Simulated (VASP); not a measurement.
# B in VASP: further runs

B is run at these levels: PBE; tasks: single point.

Program: VASP 6.6.1. These are calculated values, not measurements. Logs are shortened: lines on timing, memory, paths and dates and some standing lists are left out, and cuts for length are marked.

## (1) The cell of the first run

The cell holds a sheet with vacuum, 2 atoms: a = 2.077 Å, b = 2.077 Å, c = 16.000 Å, α = 90.00°, β = 90.00°, γ = 90.00°.

## (2) Single point, PBE

File INCAR:

```
SYSTEM = B
ALGO = Normal
DIPOL = 0.5 0.5 0.500
EDIFF = 1E-6
ENCUT = 520
GGA = PE
IDIPOL = 3
ISIF = 2
ISMEAR = 0
LASPH = .True.
LCHARG = .False.
LDIPOL = .True.
LREAL = .False.
LWAVE = .False.
NBANDS = 10
NELM = 60
PREC = Accurate
SIGMA = 0.1
```

File KPOINTS:

```
k-points
0
Gamma
  8 8 1
  0 0 0
```

File POSCAR:

```
B
1.0
    2.0772840000      0.0000000000      0.0000000000
    0.0000000000      2.0772840000      0.0000000000
    0.0000000000      0.0000000000     16.0000000000
B
2
Direct
    0.0000000000      0.0000000000      0.5408335700
    0.0000000000      0.0000000000      0.4591664300
```

Potentials or basis: VASP PAW PBE potentials, release 64 (B).

Launch:

```console
cat potpaw_PBE.64/B/POTCAR > POTCAR
mpirun -np 1 vasp_std > vasp.out
```

OUTCAR:

```text
SYSTEM = B
   EDIFF = 1E-6
   ENCUT = 520
   GGA = PE
   ISIF = 2
   ISMEAR = 0
   LASPH = .True.
   LREAL = .False.
   NELM = 60
   PREC = Accurate

 ion  position               nearest neighbor table
   1  0.000  0.000  0.541-   2 1.31
   2  0.000  0.000  0.459-   1 1.31

  LATTYP: Found a simple tetragonal cell.
 ALAT       =     2.0772840000
 C/A-ratio  =     7.7023652038

  Lattice vectors:

 A1 = (   2.0772840000,   0.0000000000,   0.0000000000)
 A2 = (   0.0000000000,   2.0772840000,   0.0000000000)
 A3 = (   0.0000000000,   0.0000000000,  16.0000000000)

Analysis of symmetry for initial positions (statically):
=====================================================================
 Subroutine PRICEL returns:
 Original cell was already a primitive cell.

 Routine SETGRP: Setting up the symmetry group for a
 simple tetragonal supercell.

 Subroutine GETGRP returns: Found 16 space group operations
 (whereof 16 operations were pure point group operations)
 out of a pool of 16 trial point group operations.

The static configuration has the point symmetry D_4h.

Analysis of symmetry for dynamics (positions and initial velocities):
=====================================================================
 Subroutine PRICEL returns:
 Original cell was already a primitive cell.

 Routine SETGRP: Setting up the symmetry group for a
 simple tetragonal supercell.

 Subroutine GETGRP returns: Found 16 space group operations
 (whereof 16 operations were pure point group operations)
 out of a pool of 16 trial point group operations.

The dynamic configuration has the point symmetry D_4h.

 Subroutine INISYM returns: Found 16 space group operations
 (whereof 16 operations are pure point group operations),
 and found     1 'primitive' translations

----------------------------------------------------------------------------------------

                                     Primitive cell

  volume of cell :      69.0417

  direct lattice vectors                    reciprocal lattice vectors
     2.077284000  0.000000000  0.000000000     0.481397825  0.000000000  0.000000000
     0.000000000  2.077284000  0.000000000     0.000000000  0.481397825  0.000000000
     0.000000000  0.000000000 16.000000000     0.000000000  0.000000000  0.062500000

  length of vectors
     2.077284000  2.077284000 16.000000000     0.481397825  0.481397825  0.062500000

  position of ions in fractional coordinates (direct lattice)
[... 80 lines left out ...]
   NELECT =       6.0000    total number of electrons
   NUPDOWN=      -1.0000    fix difference up-down
   EMIN   =  10.00;   EMAX   =-10.00  energy-range for DOS
   EFERMI =   0.00;   METHOD = LEGACY
   ISMEAR =     0;   SIGMA  =   0.10  broadening in eV -4-tet -1-fermi 0-gaus
   EFERMI_NEDOS =   21; number of points for ismear=-14 and -15
   IALGO  =     38    algorithm
   IMIX   =      4    mixing-type and parameters
     AMIX     =   0.40;   BMIX     =  1.00
     AMIX_MAG =   1.60;   BMIX_MAG =  1.00
  volume/ion in A,a.u.               =      34.52       232.96
  Fermi-wavevector in a.u.,A,eV,Ry     =   0.725139  1.370314  7.154307  0.525827
  Thomas-Fermi vector in A             =   1.815786
   LORBIT       =      0    0 simple, 1 ext, 2 COOP (PROOUT), +10 PAW based schemes
   GGA     = PE    functional components
   LHFCALC =     F    Hartree Fock is set to
   AEXX    =    0.0000 exact exchange contribution
   IVDW    =     0    specifies the selected vdW correction
   LEPSILON=     F    determine dielectric tensor
   LRPA    =     F    only Hartree local field effects (RPA)
 non-spin polarized calculation
 Gauss-broadening in eV      SIGMA  =   0.10
  energy-cutoff  :      520.00
  volume of cell :       69.04
 maximum number of plane-waves:      1892
 NGX is ok and might be reduce to    16
   NGX =  7   NGY =  7   NGZ = 59

 number of electron       6.0000002 magnetization

 dipolmoment           0.000000      0.000000     -0.000000 electrons x Angstroem

 Free energy of the ion-electron system (eV)
  ---------------------------------------------------
  ext. energy  EPLUGINS =         0.00000000
  ---------------------------------------------------
  free energy    TOTEN  =        -7.80165845 eV

  energy without entropy =       -7.79675370  energy(sigma->0) =       -7.79920607

 E-fermi :  -2.7720     XC(G=0):  -3.5061

 val. band max:       -2.7885187640   @ k =   0.5000   0.1250   0.0000
 cond. band min:      -2.5283714716   @ k =   0.3750   0.3750   0.0000
 fundamental gap:      0.2601472923
 Fermi energy:        -2.7720471881

 k-point     1 :       0.0000    0.0000    0.0000
  band No.  band energies     occupation
      1     -17.5603      2.00000
      2     -10.1651      2.00000
      3      -6.4910      2.00000
      4       1.8259      0.00000
      5       2.1092      0.00000
      6       3.3523      0.00000
      7       4.3503      0.00000
      8       5.3045      0.00000
      9       5.3045      0.00000
     10       6.5385      0.00000
[... 170 lines left out ...]
 k-point    15 :       0.5000    0.5000    0.0000
  band No.  band energies     occupation
      1      -6.2788      2.00000
      2      -6.2788      2.00000
      3      -5.2904      2.00000
      4       1.2652      0.00000
      5       1.2652      0.00000
      6       3.7447      0.00000
      7       3.7956      0.00000
      8       4.5854      0.00000
      9      10.9406      0.00000
     10      14.9818      0.00000

------------------------ aborting loop because EDIFF is reached ----------------------------------------

 vacuum level on the upper side and lower side of the slab       (xc-potential included)        -0.181        -0.181

  FORCE on cell =-STRESS in cart. coord.  units (eV):
  Direction    XX          YY          ZZ          XY          YZ          ZX
  --------------------------------------------------------------------------------------
  -------------------------------------------------------------------------------------
  Total       -3.4987821     -3.4987821     20.1163525      0.0000000      0.0000000      0.0000000
  in kB      -81.1924693    -81.1924693    466.8185272      0.0000000      0.0000000      0.0000000
  external PRESSURE =     101.4778629 kB  Pullay stress =       0.0000000 kB

 VOLUME and BASIS-vectors are now :
 -----------------------------------------------------------------------------
  energy-cutoff  :      520.00
  volume of cell :       69.04
      direct lattice vectors                 reciprocal lattice vectors
     2.077284000  0.000000000  0.000000000     0.481397825  0.000000000  0.000000000
     0.000000000  2.077284000  0.000000000     0.000000000  0.481397825  0.000000000
     0.000000000  0.000000000 16.000000000     0.000000000  0.000000000  0.062500000

 POSITION                                       TOTAL-FORCE (eV/Angst)
 -----------------------------------------------------------------------------------
      0.00000      0.00000      8.65334         0.000000      0.000000     15.404594
      0.00000      0.00000      7.34666         0.000000      0.000000    -15.404594
 -----------------------------------------------------------------------------------
    total drift:                               -0.000000     -0.000000     -0.000000

  FREE ENERGIE OF THE ION-ELECTRON SYSTEM (eV)
  ---------------------------------------------------
  free  energy   TOTEN  =        -7.8016584530 eV

  energy  without entropy=       -7.7967536952  energy(sigma->0) =       -7.79920607

 vacuum level on the upper side and lower side of the slab         2.390         2.390
```

OSZICAR:

```text
N       E                     dE             d eps       ncg     rms          rms(c)
DAV:   1     0.280837925401E+02    0.28084E+02   -0.25751E+03   300   0.448E+02
DAV:   2    -0.802254184581E+01   -0.36106E+02   -0.30570E+02   448   0.923E+01
DAV:   3    -0.969760325112E+01   -0.16751E+01   -0.16686E+01   388   0.214E+01
DAV:   4    -0.970677433489E+01   -0.91711E-02   -0.91706E-02   380   0.199E+00
DAV:   5    -0.970682446988E+01   -0.50135E-04   -0.50135E-04   394   0.119E-01    0.703E+00
DAV:   6    -0.802542723586E+01    0.16814E+01   -0.31665E+00   348   0.698E+00    0.295E+00
DAV:   7    -0.781509752142E+01    0.21033E+00   -0.11295E+00   384   0.443E+00    0.783E-01
DAV:   8    -0.780526989596E+01    0.98276E-02   -0.57891E-02   340   0.120E+00    0.167E-01
DAV:   9    -0.780279175811E+01    0.24781E-02   -0.26188E-03   390   0.278E-01    0.862E-02
DAV:  10    -0.780133697205E+01    0.14548E-02   -0.83303E-03   322   0.298E-01    0.634E-02
DAV:  11    -0.780089474574E+01    0.44223E-03   -0.66833E-04   330   0.122E-01    0.406E-02
DAV:  12    -0.780089064039E+01    0.41054E-05   -0.70126E-04   330   0.996E-02    0.197E-02
DAV:  13    -0.780116289292E+01   -0.27225E-03   -0.12828E-04   332   0.444E-02    0.103E-02
DAV:  14    -0.780143844834E+01   -0.27556E-03   -0.35801E-05   336   0.233E-02    0.523E-03
DAV:  15    -0.780160003542E+01   -0.16159E-03   -0.20074E-05   328   0.157E-02    0.197E-03
DAV:  16    -0.780164320195E+01   -0.43167E-04   -0.39316E-06   342   0.668E-03    0.963E-04
DAV:  17    -0.780165775498E+01   -0.14553E-04   -0.10641E-06   332   0.318E-03    0.215E-04
DAV:  18    -0.780165845299E+01   -0.69801E-06   -0.18300E-08   308   0.645E-04
   1 F= -.78016585E+01 E0= -.77992061E+01  d E =-.490476E-02
```

stdout:

```text
POSCAR found type information on POSCAR B
 POSCAR found :  1 types and       2 ions
 scaLAPACK will be used
 LDA part: xc-table for (Slater+PW92), standard interpolation
 POSCAR, INCAR and KPOINTS ok, starting setup
 FFT: planning ... GRIDC
 FFT: planning ... GRID_SOFT
 FFT: planning ... GRID
 WAVECAR not read
 entering main loop
```

Run time: 13 s. Hardware: 1 thread of Intel Xeon Platinum 8488C (Sapphire Rapids), shared host; peak memory 0.16 GiB.

Results:

- Free energy: -7.8017 eV
- Largest force: 15.405 eV/Å
- Band gap on the k mesh: zero (band 3 reaches -1.74 eV, above the bottom of band 4 at -3.15 eV)

Forces on the atoms (eV/Å):
```
B     0.000   0.000  15.405
B     0.000   0.000 -15.405
```

Caveat: the k points lie up to 0.38 Å⁻¹ apart.

## (3) Single point, PBE

This run uses another cell than the first one, of 43.90 Å³/atom, 1.272 times its volume.

File INCAR:

```
SYSTEM = B
PREC     = Accurate       ! precision mode
ENCUT    = 520            ! plane-wave cutoff, eV
EDIFF    = 1E-7           ! SCF threshold, eV
ISMEAR   = 0              ! smearing method
SIGMA    = 0.1            ! smearing width, eV
LREAL    = .FALSE.        ! projectors in reciprocal space
LASPH    = .TRUE.         ! aspherical terms in the spheres
NELM     = 100            ! most SCF steps
ALGO     = Normal         ! electronic algorithm
ISIF     = 2              ! what is computed and relaxed
LWAVE    = .FALSE.        ! write WAVECAR
LCHARG   = .FALSE.        ! write CHGCAR
LDIPOL   = .TRUE.       
IDIPOL   = 3            
DIPOL    = 0.5 0.5 0.303
GGA      = PE             ! functional
NBANDS   = 10             ! bands
```

File KPOINTS:

```
Automatic mesh
0
G
  30 30 1
  0 0 0
```

File POSCAR:

```
B
1.0
    1.8231237985      0.0000000000      0.0000000000
    0.0000000000      1.8231237985      0.0000000000
    0.0000000000      0.0000000000     26.4133484800
B
2
Direct
    0.0000000000      0.0000000000      0.3359955003
    0.0000000000      0.0000000000      0.2697588217
```

Potentials or basis: VASP PAW PBE potentials, release 64 (B).

Launch:

```console
cat potpaw_PBE.64/B/POTCAR > POTCAR
mpirun -np 1 vasp_std > vasp.out
```

OUTCAR:

```text
SYSTEM = B
   PREC = Accurate
   ENCUT = 520
   EDIFF = 1E-7
   ISMEAR = 0
   LREAL = .FALSE.
   LASPH = .TRUE.
   NELM = 100
   ISIF = 2
   GGA = PE

 ion  position               nearest neighbor table
   1  0.000  0.000  0.336-   2 1.75
   2  0.000  0.000  0.270-   1 1.75

  LATTYP: Found a simple tetragonal cell.
 ALAT       =     1.8231237985
 C/A-ratio  =    14.4879620911

  Lattice vectors:

 A1 = (   1.8231237985,   0.0000000000,   0.0000000000)
 A2 = (   0.0000000000,   1.8231237985,   0.0000000000)
 A3 = (   0.0000000000,   0.0000000000,  26.4133484800)

Analysis of symmetry for initial positions (statically):
=====================================================================
 Subroutine PRICEL returns:
 Original cell was already a primitive cell.

 Routine SETGRP: Setting up the symmetry group for a
 simple tetragonal supercell.

 Subroutine GETGRP returns: Found 16 space group operations
 (whereof  8 operations were pure point group operations)
 out of a pool of 16 trial point group operations.
[... 181 lines left out ...]
      3      -8.4283      2.00000
      4      -0.2484      0.00000
      5       1.4152      0.00000
      6       1.9134      0.00000
      7       2.0090      0.00000
      8       2.8447      0.00000
      9       2.9274      0.00000
     10       4.2663      0.00000
[... 287 lines left out ...]
 k-point    24 :       0.2667    0.0333    0.0000
  band No.  band energies     occupation
      1     -15.6658      2.00000
      2     -10.8330      2.00000
      3      -5.7161      2.00000
      4       1.1501      0.00000
      5       1.7872      0.00000
      6       4.7152      0.00000
      7       4.9625      0.00000
      8       5.1869      0.00000
      9       5.6470      0.00000
     10       6.2014      0.00000

 [... further k-points ...]

------------------------ aborting loop because EDIFF is reached ----------------------------------------

 vacuum level on the upper side and lower side of the slab       (xc-potential included)        -0.016        -0.016

  FORCE on cell =-STRESS in cart. coord.  units (eV):
  Direction    XX          YY          ZZ          XY          YZ          ZX
  --------------------------------------------------------------------------------------
  -------------------------------------------------------------------------------------
  Total       -0.0019423     -0.0019423      0.0107159      0.0000000      0.0000000      0.0000000
  in kB       -0.0354460     -0.0354460      0.1955624      0.0000000      0.0000000      0.0000000
  external PRESSURE =       0.0415568 kB  Pullay stress =       0.0000000 kB

 VOLUME and BASIS-vectors are now :
 -----------------------------------------------------------------------------
  energy-cutoff  :      520.00
  volume of cell :       87.79
      direct lattice vectors                 reciprocal lattice vectors
     1.823123798  0.000000000  0.000000000     0.548509103  0.000000000  0.000000000
     0.000000000  1.823123798  0.000000000     0.000000000  0.548509103  0.000000000
     0.000000000  0.000000000 26.413348480     0.000000000  0.000000000  0.037859645

 POSITION                                       TOTAL-FORCE (eV/Angst)
 -----------------------------------------------------------------------------------
      0.00000      0.00000      8.87477         0.000000     -0.000000      0.011290
      0.00000      0.00000      7.12523        -0.000000      0.000000     -0.011290
 -----------------------------------------------------------------------------------
    total drift:                                0.000000      0.000000      0.000004

  FREE ENERGIE OF THE ION-ELECTRON SYSTEM (eV)
  ---------------------------------------------------
  free  energy   TOTEN  =       -11.0579317732 eV

  energy  without entropy=      -11.0557344531  energy(sigma->0) =      -11.05683311

 vacuum level on the upper side and lower side of the slab         1.757         1.756
```

OSZICAR:

```text
N       E                     dE             d eps       ncg     rms          rms(c)
DAV:   1     0.261439531646E+02    0.26144E+02   -0.28145E+03  2728   0.448E+02
DAV:   2    -0.109821766883E+02   -0.37126E+02   -0.30116E+02  4292   0.904E+01
DAV:   3    -0.118774353274E+02   -0.89526E+00   -0.89189E+00  3756   0.171E+01
[... 13 lines left out ...]
DAV:  17    -0.110579249245E+02   -0.19992E-05   -0.46824E-07  3904   0.218E-03    0.542E-04
DAV:  18    -0.110579309532E+02   -0.60287E-05   -0.13473E-07  3080   0.117E-03    0.150E-04
DAV:  19    -0.110579314626E+02   -0.50938E-06   -0.11462E-08  3562   0.336E-04    0.880E-05
DAV:  20    -0.110579317611E+02   -0.29849E-06   -0.41974E-09  3148   0.228E-04    0.203E-05
DAV:  21    -0.110579317732E+02   -0.12118E-07   -0.60142E-11  3712   0.399E-05
   1 F= -.11057932E+02 E0= -.11056833E+02  d E =-.219732E-02
```

stdout:

```text
POSCAR found type information on POSCAR B
 POSCAR found :  1 types and       2 ions
 scaLAPACK will be used
 LDA part: xc-table for (Slater+PW92), standard interpolation
 POSCAR, INCAR and KPOINTS ok, starting setup
 FFT: planning ... GRIDC
 FFT: planning ... GRID_SOFT
 FFT: planning ... GRID
 WAVECAR not read
 entering main loop
```

Wall time 2.5 min (1 thread of Intel Xeon Platinum 8488C (Sapphire Rapids), shared host); peak memory 0.24 GiB.

What came out:

```
Free energy            : -11.0579 eV
Largest force          : 0.011 eV/Å
Band gap on the k mesh : zero (band 3 reaches -0.50 eV, above the bottom of band 4 at -2.59 eV)
```

Forces on the atoms (eV/Å):
```
B    0.000  0.000  0.011
B    0.000  0.000 -0.011
```

Levels at points of the mesh, in eV from the Fermi level:
| k point | band 1 | band 2 | band 3 | band 4 | band 5 | band 6 |
| --- | --- | --- | --- | --- | --- | --- |
| (0.00, 0.00, 0.00) | -16.17 | -11.14 | -6.39 | 1.79 | 3.45 | 3.95 |
| (0.50, 0.00, 0.00) | -8.56 | -6.08 | -4.81 | -0.55 | 1.40 | 9.32 |
| (0.50, 0.50, 0.00) | -1.83 | -1.83 | 1.53 | 1.53 | 3.36 | 8.94 |

## (4) Single point, PBE

This run uses another cell than the first one, of 44.81 Å³/atom, 1.298 times its volume.

File INCAR:

```
SYSTEM = B
PREC     = Accurate       ! precision mode
ENCUT    = 520            ! plane-wave cutoff, eV
EDIFF    = 1E-6           ! SCF threshold, eV
ISMEAR   = 0              ! smearing method
SIGMA    = 0.1            ! smearing width, eV
LREAL    = .False.        ! projectors in reciprocal space
LASPH    = .True.         ! aspherical terms in the spheres
NELM     = 100            ! most SCF steps
ALGO     = Normal         ! electronic algorithm
ISIF     = 2              ! what is computed and relaxed
LWAVE    = .False.        ! write WAVECAR
LCHARG   = .False.        ! write CHGCAR
LDIPOL   = .True.       
IDIPOL   = 3            
DIPOL    = 0.5 0.5 0.303
GGA      = PE             ! functional
NBANDS   = 10             ! bands
```

File KPOINTS:

```
Automatic mesh
0
Gamma
  30 30 1
  0 0 0
```

File POSCAR:

```
B
1.0
    1.8420519575      0.0000000000      0.0000000000
    0.0000000000      1.8420519575      0.0000000000
    0.0000000000      0.0000000000     26.4133484800
B
2
Direct
    0.0000000000      0.0000000000      0.3353672008
    0.0000000000      0.0000000000      0.2703871212
```

Launch:

```console
cat potpaw_PBE.64/B/POTCAR > POTCAR
mpirun -np 1 vasp_std > vasp.out
```

Run time: 2.2 min. Hardware: 1 thread of Intel Xeon Platinum 8488C (Sapphire Rapids), shared host; peak memory 0.24 GiB.

It converged, with:

* Free energy: -11.0419 eV
* Largest force: 0.522 eV/Å
* Band gap on the k mesh: zero (band 3 reaches -0.54 eV, above the bottom of band 4 at -2.76 eV)

Forces on the atoms (eV/Å):
```
B    0.000  0.000  0.522
B    0.000  0.000 -0.522
```

Levels at points of the mesh, in eV from the Fermi level:
```tsv
k point	band 1	band 2	band 3	band 4	band 5	band 6	band 7
(0.00, 0.00, 0.00)	-16.09	-10.84	-6.17	2.12	3.60	4.07	4.20
(0.50, 0.00, 0.00)	-8.50	-6.33	-4.50	-0.56	1.37	9.39	12.03
(0.50, 0.50, 0.00)	-1.96	-1.96	1.66	1.66	2.78	8.76	9.79
```

## (5) Summary

| cell | k mesh | gap on the mesh (eV) | largest force (eV/Å) |
| --- | --- | --- | --- |
| a = 2.077, b = 2.077, c = 16.000 Å, 2 atoms | 8 × 8 × 1 | none | 15.40 |
| a = 1.823, b = 1.823, c = 26.413 Å, 2 atoms | 30 × 30 × 1 | none | 0.01 |
| a = 1.842, b = 1.842, c = 26.413 Å, 2 atoms | 30 × 30 × 1 | none | 0.52 |

Alike in all rows: task single point; level PBE; potentials or basis VASP PAW PBE potentials, release 64 (B); no spin polarisation; cutoff (eV) 520; smearing gaussian 0.1 eV.

Caveats: some runs use coarse meshes.

Absolute energies hang on the potentials; compare differences alone.
